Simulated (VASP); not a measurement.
# Sr (I4/mmm) in VASP: a series of runs

The runs below take Sr through single point, with PBEsol.

Program: VASP 6.6.1. These are calculated values, not measurements. Logs are shortened: lines on timing, memory, paths and dates and some standing lists are left out, and cuts for length are marked.

**1. The cell of the first run**

The structure is tetragonal, space group I4/mmm (No. 139). Conventional cell: a = 3.958 Å, b = 3.958 Å, c = 6.085 Å, α = 90.00°, β = 90.00°, γ = 90.00°. Within 5.2 Å of Sr (site symmetry 4/mmm) lie 12 Sr at 3.96 to 4.13 Å.

**2. Single point, PBEsol (strain -0.080 along x and y, +0.000 along z)**

Input file INCAR:

```
  PREC = Accurate
  ENCUT = 520
  EDIFF = 1E-6
  ISMEAR = 0
  SIGMA = 0.03
  LREAL = False
  LASPH = True
  NELM = 60
  ALGO = Normal
  ISIF = 2
  LWAVE = False
  LCHARG = False
  GGA = PS
  NBANDS = 11
```

Input file KPOINTS:

```
regular mesh
0
Gamma
  10 10 10
```

Input file POSCAR:

```
Sr
1.0
    0.0000000000      2.7989620000      3.0423500000
    2.7989620000      0.0000000000      3.0423500000
    2.7989620000      2.7989620000      0.0000000000
Sr
1
Direct
    0.0000000000      0.0000000000      0.0000000000
```

Potentials or basis: VASP PAW PBE potentials, release 64 (Sr_sv).

The run is started by

```sh
$ cat potpaw_PBE.64/Sr_sv/POTCAR > POTCAR
$ mpirun -np 1 vasp_std > vasp.out
```

OUTCAR:

```text
PREC = Accurate
   ENCUT = 520
   EDIFF = 1E-6
   ISMEAR = 0
   LREAL = False
   LASPH = True
   NELM = 60
   ISIF = 2
   GGA = PS

 ion  position               nearest neighbor table
   1  0.000  0.000  0.000-

  LATTYP: Found a body centered tetragonal cell.
 ALAT       =     3.9583300210
 C/A-ratio  =     1.5371886548

  Lattice vectors:

 A1 = (  -2.7989620000,   0.0000000000,   3.0423500000)
 A2 = (   2.7989620000,   0.0000000000,   3.0423500000)
 A3 = (   0.0000000000,   2.7989620000,  -3.0423500000)

Analysis of symmetry for initial positions (statically):
=====================================================================
 Subroutine PRICEL returns:
 Original cell was already a primitive cell.

 Routine SETGRP: Setting up the symmetry group for a
 body centered tetragonal supercell.

 Subroutine GETGRP returns: Found 16 space group operations
 (whereof 16 operations were pure point group operations)
 out of a pool of 16 trial point group operations.

The static configuration has the point symmetry D_4h.

Analysis of symmetry for dynamics (positions and initial velocities):
=====================================================================
 Subroutine PRICEL returns:
 Original cell was already a primitive cell.

 Routine SETGRP: Setting up the symmetry group for a
 body centered tetragonal supercell.

 Subroutine GETGRP returns: Found 16 space group operations
 (whereof 16 operations were pure point group operations)
 out of a pool of 16 trial point group operations.

The dynamic configuration has the point symmetry D_4h.

 Subroutine INISYM returns: Found 16 space group operations
 (whereof 16 operations are pure point group operations),
 and found     1 'primitive' translations

----------------------------------------------------------------------------------------

                                     Primitive cell

  volume of cell :      47.6687

  direct lattice vectors                    reciprocal lattice vectors
     0.000000000  2.798962000  3.042350000    -0.178637652  0.178637652  0.164346640
     2.798962000  0.000000000  3.042350000     0.178637652 -0.178637652  0.164346640
     2.798962000  2.798962000  0.000000000     0.178637652  0.178637652 -0.164346640

  length of vectors
     4.134015215  4.134015215  3.958330021     0.301384538  0.301384538  0.301384538

  position of ions in fractional coordinates (direct lattice)
     0.000000000  0.000000000  0.000000000

[... 81 lines left out ...]
   ISIF   =      2    stress and relaxation
   ISYM   =      2    0-nonsym 1-usesym 2-fastsym
   POTIM  = 0.5000    time-step for ionic-motion
   TEBEG  =    0.0;   TEEND  =   0.0 temperature during run
   PSTRESS=    0.0 pullay stress
   NELECT =      10.0000    total number of electrons
   NUPDOWN=      -1.0000    fix difference up-down
   EMIN   =  10.00;   EMAX   =-10.00  energy-range for DOS
   EFERMI =   0.00;   METHOD = LEGACY
   ISMEAR =     0;   SIGMA  =   0.03  broadening in eV -4-tet -1-fermi 0-gaus
   EFERMI_NEDOS =   21; number of points for ismear=-14 and -15
   IALGO  =     38    algorithm
   IMIX   =      4    mixing-type and parameters
     AMIX     =   0.40;   BMIX     =  1.00
     AMIX_MAG =   1.60;   BMIX_MAG =  1.00
  volume/ion in A,a.u.               =      47.67       321.68
  Fermi-wavevector in a.u.,A,eV,Ry     =   0.972741  1.838213 12.874167  0.946225
  Thomas-Fermi vector in A             =   2.103064
   LORBIT       =      0    0 simple, 1 ext, 2 COOP (PROOUT), +10 PAW based schemes
   GGA     = PS    functional components
   LHFCALC =     F    Hartree Fock is set to
   AEXX    =    0.0000 exact exchange contribution
   IVDW    =     0    specifies the selected vdW correction
   LEPSILON=     F    determine dielectric tensor
   LRPA    =     F    only Hartree local field effects (RPA)
 non-spin polarized calculation
 Gauss-broadening in eV      SIGMA  =   0.03
  energy-cutoff  :      520.00
  volume of cell :       47.67
 maximum number of plane-waves:      1307
   NGX = 15   NGY = 15   NGZ = 15

 number of electron      10.0000000 magnetization

 Free energy of the ion-electron system (eV)
  ---------------------------------------------------
  ext. energy  EPLUGINS =         0.00000000
  ---------------------------------------------------
  free energy    TOTEN  =        -1.82113269 eV

  energy without entropy =       -1.82063001  energy(sigma->0) =       -1.82088135

 E-fermi :   2.0192     XC(G=0):  -7.8886

 val. band max:        2.0151576034   @ k =  -0.3000   0.4000   0.2000
 cond. band min:       2.0419321782   @ k =  -0.3000   0.4000   0.1000
 fundamental gap:      0.0267745748
 Fermi energy:         2.0192013865

 k-point     1 :       0.0000    0.0000    0.0000
  band No.  band energies     occupation
      1     -34.2670      2.00000
      2     -16.1418      2.00000
      3     -16.1262      2.00000
      4     -16.1262      2.00000
      5      -1.8677      2.00000
      6       4.1674      0.00000
      7       4.6844      0.00000
      8       4.6844      0.00000
      9       5.7155      0.00000
     10       6.6099      0.00000
     11       9.6229      0.00000
[... 309 lines left out ...]
 k-point    24 :       0.4000    0.3000    0.0000
  band No.  band energies     occupation
      1     -34.2424      2.00000
      2     -16.3762      2.00000
      3     -16.2123      2.00000
      4     -16.1937      2.00000
      5       0.4298      2.00000
      6       2.6408      0.00000
      7       3.1379      0.00000
      8       6.1215      0.00000
      9       6.4763      0.00000
     10       7.4036      0.00000
     11       9.3188      0.00000

 [... further k-points ...]

------------------------ aborting loop because EDIFF is reached ----------------------------------------

  FORCE on cell =-STRESS in cart. coord.  units (eV):
  Direction    XX          YY          ZZ          XY          YZ          ZX
  --------------------------------------------------------------------------------------
  -------------------------------------------------------------------------------------
  Total        0.4219232      0.4219232      0.2328574      0.0000000      0.0000000     -0.0000000
  in kB       14.1811307     14.1811307      7.8264967      0.0000000      0.0000000     -0.0000000
  external PRESSURE =      12.0629193 kB  Pullay stress =       0.0000000 kB

 VOLUME and BASIS-vectors are now :
 -----------------------------------------------------------------------------
  energy-cutoff  :      520.00
  volume of cell :       47.67
      direct lattice vectors                 reciprocal lattice vectors
     0.000000000  2.798962000  3.042350000    -0.178637652  0.178637652  0.164346640
     2.798962000  0.000000000  3.042350000     0.178637652 -0.178637652  0.164346640
     2.798962000  2.798962000  0.000000000     0.178637652  0.178637652 -0.164346640

 POSITION                                       TOTAL-FORCE (eV/Angst)
 -----------------------------------------------------------------------------------
      0.00000      0.00000      0.00000        -0.000000     -0.000000      0.000000
 -----------------------------------------------------------------------------------
    total drift:                               -0.000000     -0.000000     -0.000000

  FREE ENERGIE OF THE ION-ELECTRON SYSTEM (eV)
  ---------------------------------------------------
  free  energy   TOTEN  =        -1.8211326902 eV

  energy  without entropy=       -1.8206300110  energy(sigma->0) =       -1.82088135
```

OSZICAR:

```text
N       E                     dE             d eps       ncg     rms          rms(c)
DAV:   1     0.349127701026E+02    0.34913E+02   -0.48199E+03  2244   0.795E+02
DAV:   2    -0.297440856079E+00   -0.35210E+02   -0.34507E+02  2637   0.153E+02
DAV:   3    -0.176582932348E+01   -0.14684E+01   -0.14576E+01  3282   0.237E+01
DAV:   4    -0.182817190029E+01   -0.62343E-01   -0.62156E-01  2930   0.437E+00
DAV:   5    -0.182941650072E+01   -0.12446E-02   -0.12446E-02  3240   0.487E-01    0.127E+01
DAV:   6    -0.182423339224E+01    0.51831E-02   -0.56036E-03  3150   0.820E-01    0.723E+00
DAV:   7    -0.182112595188E+01    0.31074E-02   -0.10846E-02  3413   0.107E+00    0.226E-01
DAV:   8    -0.182111267238E+01    0.13280E-04   -0.30699E-04  3001   0.122E-01    0.527E-02
DAV:   9    -0.182112983210E+01   -0.17160E-04   -0.49003E-05  3322   0.359E-02    0.195E-02
DAV:  10    -0.182113305966E+01   -0.32276E-05   -0.44144E-06  2702   0.180E-02    0.117E-02
DAV:  11    -0.182113269020E+01    0.36946E-06   -0.31465E-07  1487   0.457E-03
   1 F= -.18211327E+01 E0= -.18208814E+01  d E =-.502679E-03
```

Run time: 26 s. Hardware: 1 thread of Intel Xeon Platinum 8259CL at 2.50GHz (Skylake/Cascade Lake), shared host; peak memory 0.21 GiB.

Results:

```
Free energy            : -1.8211 eV
Pressure               : 1.2 GPa
Band gap on the k mesh : zero (band 5 reaches 2.04 eV, above the bottom of band 6 at 2.00 eV)
```

Levels at points of the mesh, in eV from the Fermi level:
```
           k point  band 3  band 4  band 5  band 6  band 7  band 8
(0.00, 0.00, 0.00)  -18.15  -18.15   -3.89    2.15    2.67    2.67
(0.50, 0.00, 0.00)  -18.22  -18.17   -1.23    0.29    1.98    2.61
(0.50, 0.50, 0.00)  -18.23  -18.23   -0.97    0.32    0.90    5.51
(0.50, 0.00, 0.50)  -18.31  -18.26   -0.77    0.14    1.68    5.24
```

Caveat: the cell differs from its parent crystal (strain -0.080 along x and y, +0.000 along z); the PAW data sets were made with another functional, which shifts forces and pressure a little.

(Part 1 of 2 ends here.)
